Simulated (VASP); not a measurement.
# KF (wurtzite type) (P6_3mc) in VASP: relaxation of cell and atoms with PBE

Aim: the relaxation of cell and atoms of KF (wurtzite type) with PBE.

All numbers are computed with VASP 6.6.1; they aren't measurements. Logs are shortened: lines on timing, memory, paths and dates and some standing lists are left out, and cuts for length are marked.

## 1. The cell of the first run

It takes space group P6_3mc (No. 186, hexagonal). The conventional cell has a = 3.665 Å, b = 3.665 Å, c = 5.973 Å, α = 90.00°, β = 90.00°, γ = 120.00°. Within 3.0 Å of K (site symmetry 3m) lie 4 F at 2.24 to 2.25 Å. Within 3.0 Å of F (site symmetry 3m) lie 4 K at 2.24 to 2.25 Å.

## 2. Relaxation of cell and atoms, PBE

Contents of INCAR:

```
ALGO     = Normal         # electronic algorithm
EDIFF    = 1E-6           # SCF threshold, eV
EDIFFG   = -0.005         # ionic threshold
ENCUT    = 600            # plane-wave cutoff, eV
GGA      = PE             # functional
IBRION   = 2              # ionic algorithm
ISIF     = 3              # what is computed and relaxed
ISMEAR   = -1             # smearing method
LASPH    = True           # aspherical terms in the spheres
LCHARG   = False          # write CHGCAR
LREAL    = False          # projectors in reciprocal space
LWAVE    = False          # write WAVECAR
NELM     = 60             # most SCF steps
NSW      = 100            # ionic steps
PREC     = Accurate       # precision mode
SIGMA    = 0.03           # smearing width, eV
```

Contents of KPOINTS:

```
k-points
0
Gamma
  11 11 6
```

Contents of POSCAR:

```
KF
1.0
    3.6645736486      0.0000000000      0.0000000000
   -1.8322868243      3.1736138737      0.0000000000
    0.0000000000      0.0000000000      5.9732550472
K F
2 2
Direct
    0.3333333333      0.6666666667      0.0000000000
    0.6666666667      0.3333333333      0.5000000000
    0.3333333333      0.6666666667      0.3760000000
    0.6666666667      0.3333333333      0.8760000000
```

Potentials or basis: VASP PAW PBE potentials, release 64 (K_sv, F).

Launch:

```console
cat potpaw_PBE.64/K_sv/POTCAR potpaw_PBE.64/F/POTCAR > POTCAR
mpirun -np 1 vasp_std > vasp.out
```

OUTCAR:

```text
EDIFF = 1E-6
   EDIFFG = -0.005
   ENCUT = 600
   GGA = PE
   IBRION = 2
   ISIF = 3
   ISMEAR = -1
   LASPH = True
   LREAL = False
   NELM = 60
   NSW = 100
   PREC = Accurate

 ion  position               nearest neighbor table
   1  0.333  0.667  0.000-   4 2.24   4 2.24   4 2.24   3 2.25   2 3.66   2 3.66   2 3.66   2 3.66
                             2 3.66   2 3.66
   2  0.667  0.333  0.500-   3 2.24   3 2.24   3 2.24   4 2.25   1 3.66   1 3.66   1 3.66   1 3.66
                             1 3.66   1 3.66
   3  0.333  0.667  0.376-   2 2.24   2 2.24   2 2.24   1 2.25
   4  0.667  0.333  0.876-   1 2.24   1 2.24   1 2.24   2 2.25

  LATTYP: Found a hexagonal cell.
 ALAT       =     3.6645736486
 C/A-ratio  =     1.6300000000

  Lattice vectors:

 A1 = (   3.6645736486,   0.0000000000,   0.0000000000)
 A2 = (  -1.8322868243,   3.1736138737,   0.0000000000)
 A3 = (   0.0000000000,   0.0000000000,   5.9732550472)

Analysis of symmetry for initial positions (statically):
=====================================================================
 Subroutine PRICEL returns:
 Original cell was already a primitive cell.

 Routine SETGRP: Setting up the symmetry group for a
 hexagonal supercell.

 Subroutine GETGRP returns: Found 12 space group operations
 (whereof  6 operations were pure point group operations)
 out of a pool of 24 trial point group operations.

The static configuration has the point symmetry C_3v.
 The point group associated with its full space group is C_6v.

Analysis of symmetry for dynamics (positions and initial velocities):
=====================================================================
 Subroutine PRICEL returns:
 Original cell was already a primitive cell.

 Routine SETGRP: Setting up the symmetry group for a
 hexagonal supercell.

 Subroutine GETGRP returns: Found 12 space group operations
 (whereof  6 operations were pure point group operations)
 out of a pool of 24 trial point group operations.

The dynamic configuration has the point symmetry C_3v.
 The point group associated with its full space group is C_6v.

 Subroutine INISYM returns: Found 12 space group operations
 (whereof  6 operations are pure point group operations),
 and found     1 'primitive' translations

----------------------------------------------------------------------------------------

                                     Primitive cell

  volume of cell :      69.4686

  direct lattice vectors                    reciprocal lattice vectors
     3.664573649  0.000000000  0.000000000     0.272883041  0.157549097  0.000000000
    -1.832286824  3.173613874  0.000000000     0.000000000  0.315098194  0.000000000
     0.000000000  0.000000000  5.973255047     0.000000000  0.000000000  0.167412908

  length of vectors
     3.664573649  3.664573649  5.973255047     0.315098194  0.315098194  0.167412908

  position of ions in fractional coordinates (direct lattice)
     0.333333333  0.666666667  0.000000000
     0.666666667  0.333333333  0.500000000
     0.333333333  0.666666667  0.376000000
     0.666666667  0.333333333  0.876000000

  ion indices of the primitive-cell ions
   primitive index   ion index
                 1           1
                 2           2
                 3           3
                 4           4

----------------------------------------------------------------------------------------

 KPOINTS: k-points

Automatic generation of k-mesh.
 Grid dimensions read from file:
 generate k-points for:   11   11    6

 Generating k-lattice:

  Cartesian coordinates                     Fractional coordinates (reciprocal lattice)
     0.024807549  0.014322645  0.000000000     0.090909091  0.000000000  0.000000000
     0.000000000  0.028645290  0.000000000     0.000000000  0.090909091  0.000000000
     0.000000000  0.000000000  0.027902151     0.000000000  0.000000000  0.166666667

  Length of vectors
     0.028645290  0.028645290  0.027902151

  Shift w.r.t. Gamma in fractional coordinates (k-lattice)
     0.000000000  0.000000000  0.000000000

 Subroutine IBZKPT returns following result:
 ===========================================

 Found     64 irreducible k-points:

 Following reciprocal coordinates:
            Coordinates               Weight
  0.000000  0.000000  0.000000      1.000000
  0.090909  0.000000  0.000000      6.000000
  0.181818  0.000000  0.000000      6.000000
  0.272727 -0.000000  0.000000      6.000000
  0.363636  0.000000  0.000000      6.000000
  0.454545  0.000000  0.000000      6.000000
[... 16 lines left out ...]
  0.090909  0.090909  0.166667     12.000000
  0.181818  0.090909  0.166667     24.000000
 [... further k-points ...]
   k-points           NKPTS =     64   k-points in BZ     NKDIM =     64   number of bands    NBANDS=     20
   number of dos      NEDOS =    301   number of ions     NIONS =      4
   total plane-waves  NPLWV =  43200
   dimension x,y,z NGX =    30 NGY =   30 NGZ =   48
   dimension x,y,z NGXF=    60 NGYF=   60 NGZF=   96
   ions per type =               2   2
   NGX,Y,Z   is equivalent  to a cutoff of  13.61, 13.61, 13.36 a.u.
   NGXF,Y,Z  is equivalent  to a cutoff of  27.22, 27.22, 26.72 a.u.
 SYSTEM =  unknown system
   PREC   = accura    normal or accurate (medium, high low for compatibility)
   ISTART =      0    job   : 0-new  1-cont  2-samecut
   ICHARG =      2    charge: 1-file 2-atom 10-const
   ISPIN  =      1    spin polarized calculation?
   LNONCOLLINEAR =      F non collinear calculations
   LSORBIT =      F    spin-orbit coupling
   LASPH  =      T    aspherical Exc in radial PAW
   ENCUT  =  600.0 eV  44.10 Ry    6.64 a.u.   7.32  7.32 11.93*2*pi/ulx,y,z
   NELM   =     60;   NELMIN=  2; NELMDL= -5     # of ELM steps
   EDIFF  = 0.1E-05   stopping-criterion for ELM
   LREAL  =      F    real-space projection
   EDIFFG = -.5E-02   stopping-criterion for IOM
   NSW    =    100    number of steps for IOM
   IBRION =      2    ionic relax: 0-MD 1-quasi-New 2-CG
   NFREE  =      1    steps in history (QN), initial steepest desc. (CG)
   ISIF   =      3    stress and relaxation
   ISYM   =      2    0-nonsym 1-usesym 2-fastsym
   POTIM  = 0.5000    time-step for ionic-motion
   TEBEG  =    0.0;   TEEND  =   0.0 temperature during run
   PSTRESS=    0.0 pullay stress
   NELECT =      32.0000    total number of electrons
   NUPDOWN=      -1.0000    fix difference up-down
   EMIN   =  10.00;   EMAX   =-10.00  energy-range for DOS
   EFERMI =   0.00;   METHOD = LEGACY
   ISMEAR =    -1;   SIGMA  =   0.03  broadening in eV -4-tet -1-fermi 0-gaus
   EFERMI_NEDOS =   21; number of points for ismear=-14 and -15
   IALGO  =     38    algorithm
   IMIX   =      4    mixing-type and parameters
     AMIX     =   0.40;   BMIX     =  1.00
     AMIX_MAG =   1.60;   BMIX_MAG =  1.00
  volume/ion in A,a.u.               =      17.37       117.20
  Fermi-wavevector in a.u.,A,eV,Ry     =   1.264334  2.389246 21.749477  1.598541
  Thomas-Fermi vector in A             =   2.397645
   LORBIT       =      0    0 simple, 1 ext, 2 COOP (PROOUT), +10 PAW based schemes
   GGA     = PE    functional components
   LHFCALC =     F    Hartree Fock is set to
   AEXX    =    0.0000 exact exchange contribution
   IVDW    =     0    specifies the selected vdW correction
   LEPSILON=     F    determine dielectric tensor
   LRPA    =     F    only Hartree local field effects (RPA)
 conjugate gradient relaxation of ions
 non-spin polarized calculation
  energy-cutoff  :      600.00
  volume of cell :       69.47
 maximum number of plane-waves:      2352
 NGX is ok and might be reduce to    30
   NGX = 15   NGY = 15   NGZ = 23

--------------------------------------- Ionic step        1  -------------------------------------------

 number of electron      31.9999988 magnetization

 Free energy of the ion-electron system (eV)
  ---------------------------------------------------
  ext. energy  EPLUGINS =         0.00000000
  ---------------------------------------------------
  free energy    TOTEN  =       -14.51068983 eV

  energy without entropy =      -14.51068983  energy(sigma->0) =      -14.51068983

------------------------ aborting loop because EDIFF is reached ----------------------------------------

  FORCE on cell =-STRESS in cart. coord.  units (eV):
  Direction    XX          YY          ZZ          XY          YZ          ZX
  --------------------------------------------------------------------------------------
  -------------------------------------------------------------------------------------
  Total       10.1015120     10.1015120      9.6743026      0.0000000      0.0000000      0.0000000
  in kB      232.9744895    232.9744895    223.1216170      0.0000000      0.0000000      0.0000000
  external PRESSURE =     229.6901987 kB  Pullay stress =       0.0000000 kB
[... 95 lines left out ...]
  FREE ENERGIE OF THE ION-ELECTRON SYSTEM (eV)
  ---------------------------------------------------
  free  energy   TOTEN  =       -16.1959988787 eV

  energy  without entropy=      -16.1959988787  energy(sigma->0) =      -16.19599888

[... ionic steps 4 to 47 ...]

--------------------------------------- Ionic step       48  -------------------------------------------

 number of electron      32.0000032 magnetization

------------------------ aborting loop because EDIFF is reached ----------------------------------------

  FORCE on cell =-STRESS in cart. coord.  units (eV):
  Direction    XX          YY          ZZ          XY          YZ          ZX
  --------------------------------------------------------------------------------------
  -------------------------------------------------------------------------------------
  Total       -0.0859260     -0.0859260      0.1595768      0.0000000      0.0000000      0.0000000
  in kB       -1.4943779     -1.4943779      2.7752715      0.0000000      0.0000000      0.0000000
  external PRESSURE =      -0.0711614 kB  Pullay stress =       0.0000000 kB
[... 61 lines left out ...]
  energy  without entropy=      -16.3444059631  energy(sigma->0) =      -16.34440596

--------------------------------------- Ionic step       50  -------------------------------------------

 number of electron      32.0000030 magnetization

 Free energy of the ion-electron system (eV)
  ---------------------------------------------------
  ext. energy  EPLUGINS =         0.00000000
  ---------------------------------------------------
  free energy    TOTEN  =       -16.34442109 eV

  energy without entropy =      -16.34442109  energy(sigma->0) =      -16.34442109

 E-fermi :  -2.6167     XC(G=0):  -7.3983

 val. band max:       -3.3912035950   @ k =   0.0000   0.0000   0.0000
 cond. band min:       2.0203267190   @ k =   0.0000   0.0000   0.0000
 fundamental gap:      5.4115303139
 Fermi energy:        -2.6167157540

 k-point     1 :       0.0000    0.0000    0.0000
  band No.  band energies     occupation
      1     -29.5462      2.00000
      2     -29.4447      2.00000
      3     -22.0222      2.00000
      4     -22.0058      2.00000
      5     -13.3150      2.00000
      6     -13.0803      2.00000
[... 12 lines left out ...]
     19       7.2056      0.00000
[... 513 lines left out ...]
      4     -22.0406      2.00000
      5     -13.2040      2.00000
      6     -13.1154      2.00000
[... 12 lines left out ...]
     19       6.6523      0.00000
     20       6.8874      0.00000

 [... further k-points ...]
[... 5 lines left out ...]
  --------------------------------------------------------------------------------------
  -------------------------------------------------------------------------------------
  Total       -0.0082528     -0.0082528      0.0012765     -0.0000000      0.0000000      0.0000000
  in kB       -0.1432300     -0.1432300      0.0221535     -0.0000000      0.0000000      0.0000000
  external PRESSURE =      -0.0881022 kB  Pullay stress =       0.0000000 kB
[... 19 lines left out ...]
  FREE ENERGIE OF THE ION-ELECTRON SYSTEM (eV)
  ---------------------------------------------------
  free  energy   TOTEN  =       -16.3444210926 eV

  energy  without entropy=      -16.3444210926  energy(sigma->0) =      -16.34442109

 reached required accuracy - stopping structural energy minimisation
```

Wall time 44 min (1 thread of Intel Xeon 6975P-C, shared host); peak memory 0.28 GiB.

Results:

```yaml
Free_energy: -16.3444 eV
Relaxed_volume: 23.08 Å³/atom
Relaxed_cell: a = 4.433 Å, b = 4.433 Å, c = 5.424 Å, α = 90.00°, β = 90.00°, γ = 120.00°
Space_group_after_relaxing_to_0.05_Å: P6_3/mmc (No. 194)
Energy_gained_by_relaxing: 458.4 meV/atom
Ionic_steps: 50
Pressure_after_relaxing: 0.0 GPa
Largest_force_after_relaxing: 0.005 eV/Å
Band_gap_on_the_k_mesh: 5.41 eV, direct
```

Forces in eV/Å, atoms in the order of the input:
```
K    0.000  0.000 -0.005
K    0.000  0.000 -0.005
F    0.000  0.000  0.005
F    0.000  0.000  0.005
```

The path:
```csv
step,energy change (eV),largest force (eV/Å),pressure (GPa),volume (Å³)
1,0.0000,0.0169,22.97,69.47
3,-1.6853,0.0338,-1.70,109.27
5,-1.7205,0.0372,0.18,102.11
7,-1.7227,0.0430,0.17,102.12
9,-1.7259,0.0803,0.03,102.07
11,-1.7286,0.0356,-0.04,102.20
13,-1.7293,0.0003,-0.10,102.32
15,-1.7295,0.0021,0.03,101.81
17,-1.7297,0.0162,0.05,101.61
19,-1.7299,0.0162,-0.11,101.97
21,-1.7301,0.0125,-0.13,101.91
23,-1.7309,0.0020,-0.19,101.66
25,-1.7394,0.0051,-0.61,100.52
27,-1.4916,0.9340,0.11,93.85
29,-1.7995,0.0021,-1.76,96.32
31,-1.8026,0.0561,-1.74,96.90
33,-1.8027,0.0537,-1.74,96.88
35,-1.8027,0.0437,-1.76,96.78
37,-1.8028,0.0474,-1.76,96.81
39,-1.8035,0.0470,-1.73,96.75
41,-1.8062,0.0451,-1.66,96.52
43,-1.8155,0.0382,-1.33,95.58
45,-1.8321,0.0013,0.04,91.92
47,-1.8324,0.0028,0.00,92.04
49,-1.8337,0.0043,-0.01,92.29
50,-1.8337,0.0046,-0.01,92.32
```

Final structure:
```yaml
crystal:
  lattice:
    - [4.43305, 0.00000, 0.00000]
    - [-2.21652, 3.83913, 0.00000]
    - [0.00000, 0.00000, 5.42431]
  atoms:
    - { symbol: K, position: [0.33333, 0.66667, 0.93836] }
    - { symbol: K, position: [0.66667, 0.33333, 0.43836] }
    - { symbol: F, position: [0.33333, 0.66667, 0.43764] }
    - { symbol: F, position: [0.66667, 0.33333, 0.93764] }
```

Caveat: the volume moved by over 15 % at a fixed basis, so the end points are rough. Expect the measured gap to be larger: semilocal functionals such as PBE lack the derivative discontinuity.
